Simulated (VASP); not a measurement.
A run of VASP 6.6.1 is set up as follows.

File INCAR:

```
PREC = Accurate
ENCUT = 520
EDIFF = 1E-7
ISMEAR = 0
SIGMA = 0.05
LREAL = F
LASPH = T
NELM = 60
ALGO = Normal
ISIF = 2
LWAVE = F
LCHARG = F
GGA = PE
NBANDS = 17
```

The input KPOINTS:

```
regular mesh
0
Gamma
  12 12 10
```

File POSCAR:

```
BiN
1.0
    3.4106814719      0.0000000000      0.0000000000
   -1.7053407360      2.9537367989      0.0000000000
    0.0000000000      0.0000000000      3.2296112835
Bi N
1 1
Direct
    0.0000000000      0.0000000000      0.0000000000
    0.6666666667      0.3333333333      0.5000000000
```

Potentials or basis: VASP PAW PBE potentials, release 64 (Bi_d, N).

Run with:

```console
$ cat potpaw_PBE.64/Bi_d/POTCAR potpaw_PBE.64/N/POTCAR > POTCAR
$ mpirun -np 1 vasp_std > vasp.out
```

(1) Estimate the pressure.

(2) Estimate the band gap on the k mesh.

Results:

(1) 6.8 GPa.

(2) zero (band 10 reaches 10.13 eV, above the bottom of band 11 at 7.25 eV).

Caveat: spin-orbit coupling is left out, which moves the levels of the heavy elements.
